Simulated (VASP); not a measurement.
A run of VASP 6.6.1 is set up as follows.

The input INCAR:

```
PREC = Accurate
ENCUT = 520
EDIFF = 1E-6
ISMEAR = 0
SIGMA = 0.01
LREAL = False
LASPH = True
NELM = 60
ALGO = Normal
ISIF = 2
LWAVE = False
LCHARG = False
NBANDS = 28
```

KPOINTS

```
regular mesh
0
Gamma
  6 6 6
```

The input POSCAR:

```
SrTiO3
1.0
    3.8298550291      0.0000000000      0.0000000000
    0.0000000000      3.8298550291      0.0000000000
    0.0000000000      0.0000000000      3.8298550291
Sr Ti O
1 1 3
Direct
    0.5000000000      0.5000000000      0.5000000000
    0.0000000000      0.0000000000      0.0000000000
    0.5000000000      0.0000000000      0.0000000000
    0.0000000000      0.5000000000      0.0000000000
    0.0000000000      0.0000000000      0.5000000000
```

Potentials or basis: VASP PAW LDA potentials, release 64 (Sr_sv, Ti_sv, O).

The run is started by

```console
$ cat potpaw_LDA.64/Sr_sv/POTCAR potpaw_LDA.64/Ti_sv/POTCAR potpaw_LDA.64/O/POTCAR > POTCAR
$ mpirun -np 1 vasp_std > vasp.out
```

Predict the band gap on the k mesh.

1.84 eV, indirect (least direct gap 2.16 eV).

What does it give for the pressure?

5.2 GPa.

A k mesh can miss the band edges. Expect the measured gap to be larger: semilocal functionals such as LDA lack the derivative discontinuity.
